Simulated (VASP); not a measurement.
Write the native input for VASP 6.6.1 that does the following.

- Task: single point
- Functional: PBE
- Potentials or basis: VASP PAW PBE potentials, release 64 (Sc_sv)
- Cutoff: 520 eV
- k mesh: 8 × 8 × 11
- Occupations: fermi-dirac, width 0.05 eV
- Spin: collinear spin
- Starting moments: [1.0, 1.0, 1.0] μB
- Dipole correction: no
- Further INCAR settings: ALGO = Normal; EDIFF = 1e-06; NBANDS = 28

The structure of Sc lies in POSCAR:

```
Sc
1.0
    5.3185164962      0.0000000000      0.0000000000
   -2.6592582481      4.6059703962      0.0000000000
    0.0000000000      0.0000000000      3.3589184983
Sc
3
Direct
    1.0000000000      0.0000000000      0.0000000000
    0.3333333333      0.6666666667      0.5000000000
    0.6666666667      0.3333333333      0.5000000000
```

This isn't the form of Sc at room conditions, which is hcp.

These files were run (other wordings do the same):

INCAR

```
PREC = Accurate
ENCUT = 520
EDIFF = 1E-6
ISMEAR = -1
SIGMA = 0.05
LREAL = F
LASPH = T
NELM = 150
ALGO = Normal
ISIF = 2
LWAVE = F
LCHARG = F
ISPIN = 2
MAGMOM = 1 1 1
LORBIT = 11
LMAXMIX = 4
GGA = PE
NBANDS = 28
```

KPOINTS

```
Automatic mesh
0
Gamma
  8 8 11
```

Potentials or basis: VASP PAW PBE potentials, release 64 (Sc_sv).

Launch:

```bash
$ cat potpaw_PBE.64/Sc_sv/POTCAR > POTCAR
$ mpirun -np 1 vasp_std > vasp.out
```

It gave:

```yaml
Pressure: -5.0 GPa
Net_moment: 0.00 μB per cell
Valence_electrons_inside_the_program's_atomic_spheres: Sc 9.23, 9.32 (each value once)
```

Caveat: the cell stands under tension.

Wall time 4.3 min on 1 thread of Intel(R) Xeon(R) Platinum 8259CL CPU @ 2.50GHz (Skylake/Cascade Lake), on a shared host, peak memory 0.35 GiB.
